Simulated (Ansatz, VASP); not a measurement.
Two plane-wave programs on Be6N

```xyz
7
Lattice="3.8257 0.0000 0.0000 0.0000 3.8257 0.0000 0.0000 0.0000 3.8257" Properties=species:S:1:pos:R:3 pbc="T T T"
Be    1.9129    0.0000    0.0000
Be    0.0000    1.9129    0.0000
Be    0.0000    0.0000    1.9129
Be    0.0000    1.9129    1.9129
Be    1.9129    0.0000    1.9129
Be    1.9129    1.9129    0.0000
N     1.9129    1.9129    1.9129
```

Alike in both runs: task single point; functional PBE; k mesh 4 × 4 × 4; occupations gaussian, width 0.1 eV; no spin polarisation.

|  | VASP | Ansatz |
| --- | --- | --- |
| version | VASP 6.6.1 | Ansatz 0.2.0 |
| potentials or method | VASP PAW PBE potentials, release 64 (Be, N), cutoff 520 eV | scalar-relativistic, plane waves, PAW |
| valence electrons in the cell | 17 | 17 |

VASP gave:

```
gap on the k mesh at the Fermi level (eV) : none
pressure (GPa)                            : 25.6
```

Question: Which values does Ansatz return?

Answer: gap on the k mesh at the Fermi level (eV): none; pressure (GPa): 25.5.

A gap of «none» marks a metal or a gap that the smearing closes.

The k mesh is coarse, so the values compare programs but aren't converged.
